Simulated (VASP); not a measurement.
HgTe, 2 atoms in the cell. Symmetry: F-43m, No. 216, cubic system. The conventional cell has a = 6.643 Å, b = 6.643 Å, c = 6.643 Å, α = 90.00°, β = 90.00°, γ = 90.00°. Hg (site symmetry -43m) has 4 Te at 2.88 Å within 3.8 Å. Within 3.8 Å of Te (site symmetry -43m) lie 4 Hg at 2.88 Å.  This cell differs from its parent crystal: volume changed by +3%.

```yaml
Program: VASP 6.6.1
Task: single point
Functional: r2SCAN
Potentials_or_basis: VASP PAW PBE potentials, release 64 (Hg, Te)
Cutoff: 520 eV
k_mesh: 6 × 6 × 6
Occupations: fermi-dirac, width 0.02 eV
Spin: no spin polarisation
Dipole_correction: no
Further_INCAR_settings: ALGO = Normal; EDIFF = 1e-06; NBANDS = 16
```

Potentials or basis: VASP PAW PBE potentials, release 64 (Hg, Te).

Run with:

```console
$ cat potpaw_PBE.64/Hg/POTCAR potpaw_PBE.64/Te/POTCAR > POTCAR
$ cp INCAR.step1 INCAR
$ mpirun -np 1 vasp_std > vasp.out
$ cp INCAR.step2 INCAR
$ mpirun -np 1 vasp_std > vasp.out
```

Hardware: 1 thread of Intel(R) Xeon(R) Platinum 8488C (Sapphire Rapids), on a shared host.

Estimate the wall time of this run.

Wall time 100 s on 1 thread of Intel(R) Xeon(R) Platinum 8488C (Sapphire Rapids), on a shared host, peak memory 0.22 GiB. Counts: k points 16.
